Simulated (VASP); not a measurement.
# AgPt3 (Cmmm) in VASP: notebook

The runs below take AgPt3 through single point, with LDA.

All numbers are computed with VASP 6.6.1; they aren't measurements. Logs are shortened: lines on timing, memory, paths and dates and some standing lists are left out, and cuts for length are marked.

## 1. The cell of the first run

The structure is orthorhombic, space group Cmmm (No. 65). The conventional cell has a = 5.460 Å, b = 5.571 Å, c = 3.900 Å, α = 90.00°, β = 90.00°, γ = 90.00°. Within 3.6 Å of Ag (site symmetry mmm) lie 12 Pt at 2.73 to 2.79 Å. Within 3.6 Å of Pt (site symmetry 2/m) lie 8 Pt at 2.73 to 2.79 Å and 4 Ag at 2.76 Å. Pt (site symmetry mmm) has 4 Ag at 2.73 to 2.79 Å and 8 Pt at 2.76 Å within 3.6 Å.

## 2. Single point, LDA

Contents of INCAR:

```
ALGO     = Normal         # electronic algorithm
EDIFF    = 1E-7           # SCF threshold, eV
ENCUT    = 520            # plane-wave cutoff, eV
GGA      = CA             # functional
ISIF     = 2              # what is computed and relaxed
ISMEAR   = -1             # smearing method
LASPH    = True           # aspherical terms in the spheres
LCHARG   = False          # write CHGCAR
LREAL    = False          # projectors in reciprocal space
LWAVE    = False          # write WAVECAR
NBANDS   = 28             # bands
NELM     = 60             # most SCF steps
PREC     = Accurate       # precision mode
SIGMA    = 0.1            # smearing width, eV
```

Contents of KPOINTS:

```
k-points
0
Gamma
  9 9 9
```

Contents of POSCAR:

```
AgPt3
1.0
    3.9000000000      0.0390000000      0.0000000000
    0.0390000000      3.9000000000      0.0000000000
    0.0000000000      0.0000000000      3.9000000000
Ag Pt
1 3
Direct
    0.0000000000      0.0000000000      0.0000000000
    0.0000000000      0.5000000000      0.5000000000
    0.5000000000      0.0000000000      0.5000000000
    0.5000000000      0.5000000000      0.0000000000
```

Potentials or basis: VASP PAW LDA potentials, release 64 (Ag, Pt).

On the command line:

```
> cat potpaw_LDA.64/Ag/POTCAR potpaw_LDA.64/Pt/POTCAR > POTCAR
> mpirun -np 1 vasp_std > vasp.out
```

OUTCAR:

```text
EDIFF = 1E-7
   ENCUT = 520
   GGA = CA
   ISIF = 2
   ISMEAR = -1
   LASPH = True
   LREAL = False
   NELM = 60
   PREC = Accurate

 ion  position               nearest neighbor table
   1  0.000  0.000  0.000-   4 2.73   4 2.73   2 2.76   3 2.76   2 2.76   2 2.76   2 2.76   3 2.76
                             3 2.76   3 2.76   4 2.79   4 2.79
   2  0.000  0.500  0.500-   3 2.73   3 2.73   1 2.76   4 2.76   1 2.76   1 2.76   1 2.76   4 2.76
                             4 2.76   4 2.76   3 2.79   3 2.79
   3  0.500  0.000  0.500-   2 2.73   2 2.73   1 2.76   4 2.76   1 2.76   4 2.76   4 2.76   1 2.76
                             4 2.76   1 2.76   2 2.79   2 2.79
   4  0.500  0.500  0.000-   1 2.73   1 2.73   2 2.76   3 2.76   2 2.76   3 2.76   3 2.76   3 2.76
                             2 2.76   2 2.76   1 2.79   1 2.79

  LATTYP: Found a base centered orthorhombic cell.
 ALAT       =     5.4602785643
 B/A-ratio  =     1.0202020202
 C/A-ratio  =     0.7142492739

  Lattice vectors:

 A1 = (  -0.0390000000,  -3.9000000000,   0.0000000000)
 A2 = (   3.9000000000,   0.0390000000,   0.0000000000)
 A3 = (   0.0000000000,   0.0000000000,   3.9000000000)

Analysis of symmetry for initial positions (statically):
=====================================================================
 Subroutine PRICEL returns:
 Original cell was already a primitive cell.

 Routine SETGRP: Setting up the symmetry group for a
 base centered orthorhombic supercell.

 Subroutine GETGRP returns: Found  8 space group operations
 (whereof  8 operations were pure point group operations)
 out of a pool of  8 trial point group operations.

The static configuration has the point symmetry D_2h.

Analysis of symmetry for dynamics (positions and initial velocities):
=====================================================================
 Subroutine PRICEL returns:
 Original cell was already a primitive cell.

 Routine SETGRP: Setting up the symmetry group for a
 base centered orthorhombic supercell.

 Subroutine GETGRP returns: Found  8 space group operations
 (whereof  8 operations were pure point group operations)
 out of a pool of  8 trial point group operations.

The dynamic configuration has the point symmetry D_2h.

 Subroutine INISYM returns: Found  8 space group operations
 (whereof  8 operations are pure point group operations),
 and found     1 'primitive' translations

[... 97 lines left out ...]
   NELM   =     60;   NELMIN=  2; NELMDL= -5     # of ELM steps
   EDIFF  = 0.1E-06   stopping-criterion for ELM
   LREAL  =      F    real-space projection
   EDIFFG = 0.1E-05   stopping-criterion for IOM
   NSW    =      0    number of steps for IOM
   IBRION =     -1    ionic relax: 0-MD 1-quasi-New 2-CG
   NFREE  =      0    steps in history (QN), initial steepest desc. (CG)
   ISIF   =      2    stress and relaxation
   ISYM   =      2    0-nonsym 1-usesym 2-fastsym
   POTIM  = 0.5000    time-step for ionic-motion
   TEBEG  =    0.0;   TEEND  =   0.0 temperature during run
   PSTRESS=    0.0 pullay stress
   NELECT =      41.0000    total number of electrons
   NUPDOWN=      -1.0000    fix difference up-down
   EMIN   =  10.00;   EMAX   =-10.00  energy-range for DOS
   EFERMI =   0.00;   METHOD = LEGACY
   ISMEAR =    -1;   SIGMA  =   0.10  broadening in eV -4-tet -1-fermi 0-gaus
   EFERMI_NEDOS =   21; number of points for ismear=-14 and -15
   IALGO  =     38    algorithm
   IMIX   =      4    mixing-type and parameters
     AMIX     =   0.40;   BMIX     =  1.00
     AMIX_MAG =   1.60;   BMIX_MAG =  1.00
  volume/ion in A,a.u.               =      14.83       100.07
  Fermi-wavevector in a.u.,A,eV,Ry     =   1.447502  2.735383 28.507790  2.095263
  Thomas-Fermi vector in A             =   2.565450
   LORBIT       =      0    0 simple, 1 ext, 2 COOP (PROOUT), +10 PAW based schemes
   GGA     = CA    functional components
   LHFCALC =     F    Hartree Fock is set to
   AEXX    =    0.0000 exact exchange contribution
   IVDW    =     0    specifies the selected vdW correction
   LEPSILON=     F    determine dielectric tensor
   LRPA    =     F    only Hartree local field effects (RPA)
 non-spin polarized calculation
  energy-cutoff  :      520.00
  volume of cell :       59.31
 maximum number of plane-waves:      1613
 NGX is ok and might be reduce to    30
   NGX = 15   NGY = 15   NGZ = 15

 number of electron      41.0000007 magnetization

 Free energy of the ion-electron system (eV)
  ---------------------------------------------------
  ext. energy  EPLUGINS =         0.00000000
  ---------------------------------------------------
  free energy    TOTEN  =       -26.25921098 eV

  energy without entropy =      -26.15175065  energy(sigma->0) =      -26.20548081

 E-fermi :  10.8770     XC(G=0): -13.6949

 val. band max:       10.8723798966   @ k =   0.4444   0.1111   0.2222
 cond. band min:      10.8859935648   @ k =   0.1111  -0.0000   0.1111
 fundamental gap:      0.0136136682
 Fermi energy:        10.8770410041

 k-point     1 :       0.0000    0.0000    0.0000
  band No.  band energies     occupation
      1       1.0679      2.00000
      2       3.8028      2.00000
      3       3.8053      2.00000
      4       3.9832      2.00000
      5       4.2236      2.00000
      6       4.2276      2.00000
[... 733 lines left out ...]
     27      22.0383      0.00000
     28      22.0899      0.00000

 [... further k-points ...]

------------------------ aborting loop because EDIFF is reached ----------------------------------------

  FORCE on cell =-STRESS in cart. coord.  units (eV):
  Direction    XX          YY          ZZ          XY          YZ          ZX
  --------------------------------------------------------------------------------------
  -------------------------------------------------------------------------------------
  Total        1.1799375      1.1799375      1.0912934     -0.8242734      0.0000000      0.0000000
  in kB       31.8727261     31.8727261     29.4782506    -22.2654490      0.0000000      0.0000000
  external PRESSURE =      31.0745676 kB  Pullay stress =       0.0000000 kB

 VOLUME and BASIS-vectors are now :
 -----------------------------------------------------------------------------
  energy-cutoff  :      520.00
  volume of cell :       59.31
      direct lattice vectors                 reciprocal lattice vectors
     3.900000000  0.039000000  0.000000000     0.256435900 -0.002564359  0.000000000
     0.039000000  3.900000000  0.000000000    -0.002564359  0.256435900  0.000000000
     0.000000000  0.000000000  3.900000000     0.000000000  0.000000000  0.256410256

 POSITION                                       TOTAL-FORCE (eV/Angst)
 -----------------------------------------------------------------------------------
      0.00000      0.00000      0.00000        -0.000000      0.000000      0.000000
      0.01950      1.95000      1.95000        -0.000000      0.000000      0.000000
      1.95000      0.01950      1.95000        -0.000000      0.000000      0.000000
      1.96950      1.96950      0.00000         0.000000      0.000000      0.000000
 -----------------------------------------------------------------------------------
    total drift:                                0.000000      0.000000     -0.000000

  FREE ENERGIE OF THE ION-ELECTRON SYSTEM (eV)
  ---------------------------------------------------
  free  energy   TOTEN  =       -26.2592109769 eV

  energy  without entropy=      -26.1517506450  energy(sigma->0) =      -26.20548081
```

OSZICAR:

```text
N       E                     dE             d eps       ncg     rms          rms(c)
DAV:   1     0.263407138079E+03    0.26341E+03   -0.20804E+04  7032   0.141E+03
DAV:   2    -0.198006779582E+02   -0.28321E+03   -0.27229E+03  7636   0.327E+02
DAV:   3    -0.277934498335E+02   -0.79928E+01   -0.78780E+01  7780   0.560E+01
DAV:   4    -0.278524060165E+02   -0.58956E-01   -0.58932E-01  7496   0.488E+00
DAV:   5    -0.278529784067E+02   -0.57239E-03   -0.57238E-03  7552   0.527E-01    0.245E+01
DAV:   6    -0.264197209894E+02    0.14333E+01   -0.30720E+00  7356   0.163E+01    0.133E+01
DAV:   7    -0.262940065950E+02    0.12571E+00   -0.56748E-01  7440   0.719E+00    0.464E+00
DAV:   8    -0.262650689050E+02    0.28938E-01   -0.11262E-01  7396   0.549E+00    0.209E+00
DAV:   9    -0.262593866238E+02    0.56823E-02   -0.20899E-02  7280   0.160E+00    0.191E-01
DAV:  10    -0.262592023934E+02    0.18423E-03   -0.73145E-04  7484   0.360E-01    0.651E-02
DAV:  11    -0.262592146722E+02   -0.12279E-04   -0.10405E-04  7424   0.932E-02    0.308E-02
DAV:  12    -0.262592108607E+02    0.38114E-05   -0.12850E-05  7472   0.426E-02    0.663E-03
DAV:  13    -0.262592110618E+02   -0.20114E-06   -0.28612E-06  7512   0.138E-02    0.395E-03
DAV:  14    -0.262592109769E+02    0.84995E-07   -0.36933E-07  6796   0.510E-03
   1 F= -.26259211E+02 E0= -.26205481E+02  d E =-.107460E+00
```

Wall time 99 s (1 thread of Intel Xeon 6975P-C (Granite Rapids), shared host); peak memory 0.28 GiB.

Results:

- Free energy: -26.2592 eV
- Pressure: 3.1 GPa
- Band gap on the k mesh: zero (an odd number of electrons rules out a gap without spin polarisation)

Levels at points of the mesh, in eV from the Fermi level:
```csv
k point,band 17,band 18,band 19,band 20,band 21,band 22,band 23,band 24,band 25,band 26
"(0.00, 0.00, 0.00)",-0.41,0.32,0.76,0.77,0.78,1.94,1.94,1.95,8.74,8.75
```

Caveat: the cell stands under pressure; spin-orbit coupling is left out, which moves the levels of the heavy elements.

## 3. Single point, LDA

Contents of INCAR:

```
PREC = Accurate
ENCUT = 520
EDIFF = 1E-6
ISMEAR = -1
SIGMA = 0.1
LREAL = False
LASPH = True
NELM = 80
ALGO = Normal
ISIF = 2
LWAVE = False
LCHARG = False
GGA = CA
NBANDS = 28
```

Contents of KPOINTS:

```
regular mesh
0
Gamma
  9 9 9
```

Changes to POSCAR since step 2:

```diff
@@ -2,4 +2,4 @@
 1.0
-    3.9000000000      0.0390000000      0.0000000000
-    0.0390000000      3.9000000000      0.0000000000
+    3.9000000000      0.0585000000      0.0000000000
+    0.0585000000      3.9000000000      0.0000000000
     0.0000000000      0.0000000000      3.9000000000
```

Potentials or basis: VASP PAW LDA potentials, release 64 (Ag, Pt).

On the command line:

```
> cat potpaw_LDA.64/Ag/POTCAR potpaw_LDA.64/Pt/POTCAR > POTCAR
> mpirun -np 1 vasp_std > vasp.out
```

OUTCAR:

```text
PREC = Accurate
   ENCUT = 520
   EDIFF = 1E-6
   ISMEAR = -1
   LREAL = False
   LASPH = True
   NELM = 80
   ISIF = 2
   GGA = CA

 ion  position               nearest neighbor table
   1  0.000  0.000  0.000-   4 2.72   4 2.72   2 2.76   3 2.76   2 2.76   2 2.76   2 2.76   3 2.76
                             3 2.76   3 2.76   4 2.80   4 2.80
   2  0.000  0.500  0.500-   3 2.72   3 2.72   1 2.76   4 2.76   1 2.76   1 2.76   1 2.76   4 2.76
                             4 2.76   4 2.76   3 2.80   3 2.80
   3  0.500  0.000  0.500-   2 2.72   2 2.72   1 2.76   4 2.76   1 2.76   4 2.76   4 2.76   1 2.76
                             4 2.76   1 2.76   2 2.80   2 2.80
   4  0.500  0.500  0.000-   1 2.72   1 2.72   2 2.76   3 2.76   2 2.76   3 2.76   3 2.76   3 2.76
                             2 2.76   2 2.76   1 2.80   1 2.80

  LATTYP: Found a base centered orthorhombic cell.
 ALAT       =     5.4327013999
 B/A-ratio  =     1.0304568528
 C/A-ratio  =     0.7178749048

  Lattice vectors:

 A1 = (  -0.0585000000,  -3.9000000000,   0.0000000000)
 A2 = (   3.9000000000,   0.0585000000,   0.0000000000)
 A3 = (   0.0000000000,   0.0000000000,   3.9000000000)

Analysis of symmetry for initial positions (statically):
=====================================================================
 Subroutine PRICEL returns:
 Original cell was already a primitive cell.

 Routine SETGRP: Setting up the symmetry group for a
 base centered orthorhombic supercell.

 Subroutine GETGRP returns: Found  8 space group operations
 (whereof  8 operations were pure point group operations)
 out of a pool of  8 trial point group operations.

The static configuration has the point symmetry D_2h.

Analysis of symmetry for dynamics (positions and initial velocities):
=====================================================================
 Subroutine PRICEL returns:
 Original cell was already a primitive cell.
[... 129 lines left out ...]
   IALGO  =     38    algorithm
   IMIX   =      4    mixing-type and parameters
     AMIX     =   0.40;   BMIX     =  1.00
     AMIX_MAG =   1.60;   BMIX_MAG =  1.00
  volume/ion in A,a.u.               =      14.83       100.05
  Fermi-wavevector in a.u.,A,eV,Ry     =   1.447563  2.735497 28.510166  2.095438
  Thomas-Fermi vector in A             =   2.565503
   LORBIT       =      0    0 simple, 1 ext, 2 COOP (PROOUT), +10 PAW based schemes
   GGA     = CA    functional components
   LHFCALC =     F    Hartree Fock is set to
   AEXX    =    0.0000 exact exchange contribution
   IVDW    =     0    specifies the selected vdW correction
   LEPSILON=     F    determine dielectric tensor
   LRPA    =     F    only Hartree local field effects (RPA)
 non-spin polarized calculation
  energy-cutoff  :      520.00
  volume of cell :       59.31
 maximum number of plane-waves:      1611
 NGX is ok and might be reduce to    30
   NGX = 15   NGY = 15   NGZ = 15

 number of electron      41.0000005 magnetization

 Free energy of the ion-electron system (eV)
  ---------------------------------------------------
  ext. energy  EPLUGINS =         0.00000000
  ---------------------------------------------------
  free energy    TOTEN  =       -26.24875399 eV

  energy without entropy =      -26.14114539  energy(sigma->0) =      -26.19494969

 E-fermi :  10.8791     XC(G=0): -13.6953

 val. band max:       10.8729915433   @ k =   0.1111   0.0000   0.1111
 cond. band min:      10.8856015077   @ k =   0.3333   0.2222   0.4444
 fundamental gap:      0.0126099645
 Fermi energy:        10.8791463440

 k-point     1 :       0.0000    0.0000    0.0000
  band No.  band energies     occupation
      1       1.0690      2.00000
      2       3.8002      2.00000
      3       3.8060      2.00000
      4       3.9824      2.00000
      5       4.2226      2.00000
      6       4.2291      2.00000
[... 733 lines left out ...]
     27      21.9883      0.00000
     28      22.1325      0.00000

 [... further k-points ...]

------------------------ aborting loop because EDIFF is reached ----------------------------------------

  FORCE on cell =-STRESS in cart. coord.  units (eV):
  Direction    XX          YY          ZZ          XY          YZ          ZX
  --------------------------------------------------------------------------------------
  -------------------------------------------------------------------------------------
  Total        1.2638044      1.2638044      1.0637379     -1.2402264      0.0000000      0.0000000
  in kB       34.1424244     34.1424244     28.7375082    -33.5054508      0.0000000      0.0000000
  external PRESSURE =      32.3407857 kB  Pullay stress =       0.0000000 kB

 VOLUME and BASIS-vectors are now :
 -----------------------------------------------------------------------------
  energy-cutoff  :      520.00
  volume of cell :       59.31
      direct lattice vectors                 reciprocal lattice vectors
     3.900000000  0.058500000  0.000000000     0.256467962 -0.003847019  0.000000000
     0.058500000  3.900000000  0.000000000    -0.003847019  0.256467962  0.000000000
     0.000000000  0.000000000  3.900000000     0.000000000  0.000000000  0.256410256

 POSITION                                       TOTAL-FORCE (eV/Angst)
 -----------------------------------------------------------------------------------
      0.00000      0.00000      0.00000         0.000000      0.000000      0.000000
      0.02925      1.95000      1.95000         0.000000      0.000000      0.000000
      1.95000      0.02925      1.95000         0.000000      0.000000      0.000000
      1.97925      1.97925      0.00000        -0.000000      0.000000      0.000000
 -----------------------------------------------------------------------------------
    total drift:                                0.000000      0.000000     -0.000000

  FREE ENERGIE OF THE ION-ELECTRON SYSTEM (eV)
  ---------------------------------------------------
  free  energy   TOTEN  =       -26.2487539930 eV

  energy  without entropy=      -26.1411453878  energy(sigma->0) =      -26.19494969
```

OSZICAR:

```text
N       E                     dE             d eps       ncg     rms          rms(c)
DAV:   1     0.264260299655E+03    0.26426E+03   -0.20695E+04  7032   0.141E+03
DAV:   2    -0.195635451079E+02   -0.28382E+03   -0.27268E+03  7644   0.328E+02
DAV:   3    -0.277802189256E+02   -0.82167E+01   -0.81001E+01  7752   0.568E+01
DAV:   4    -0.278412064999E+02   -0.60988E-01   -0.60965E-01  7556   0.498E+00
DAV:   5    -0.278417978138E+02   -0.59131E-03   -0.59131E-03  7592   0.536E-01    0.245E+01
DAV:   6    -0.264094563690E+02    0.14323E+01   -0.30735E+00  7368   0.163E+01    0.133E+01
DAV:   7    -0.262839554185E+02    0.12550E+00   -0.57239E-01  7444   0.725E+00    0.464E+00
DAV:   8    -0.262546543441E+02    0.29301E-01   -0.11436E-01  7380   0.554E+00    0.210E+00
DAV:   9    -0.262489372963E+02    0.57170E-02   -0.21112E-02  7320   0.160E+00    0.191E-01
DAV:  10    -0.262487462778E+02    0.19102E-03   -0.69041E-04  7464   0.344E-01    0.606E-02
DAV:  11    -0.262487601871E+02   -0.13909E-04   -0.11806E-04  7372   0.972E-02    0.477E-02
DAV:  12    -0.262487536982E+02    0.64890E-05   -0.25508E-05  7448   0.640E-02    0.645E-03
DAV:  13    -0.262487539930E+02   -0.29479E-06   -0.27092E-06  4732   0.129E-02
   1 F= -.26248754E+02 E0= -.26194950E+02  d E =-.107609E+00
```

It took 1.7 min on 1 thread of Intel Xeon 6975P-C (Granite Rapids), shared host; peak memory 0.28 GiB.

What came out:

- Free energy: -26.2488 eV
- Pressure: 3.2 GPa
- Band gap on the k mesh: zero (an odd number of electrons rules out a gap without spin polarisation)

Stress tensor (GPa, compression positive):
```
 3.41 -3.35  0.00
-3.35  3.41  0.00
 0.00  0.00  2.87
```

Levels at points of the mesh, in eV from the Fermi level:
```
           k point  band 18  band 19  band 20  band 21  band 22  band 23
(0.00, 0.00, 0.00)     0.31     0.76     0.77     0.79     1.94     1.94
```

Caveat: the cell stands under pressure; spin-orbit coupling is left out, which moves the levels of the heavy elements.
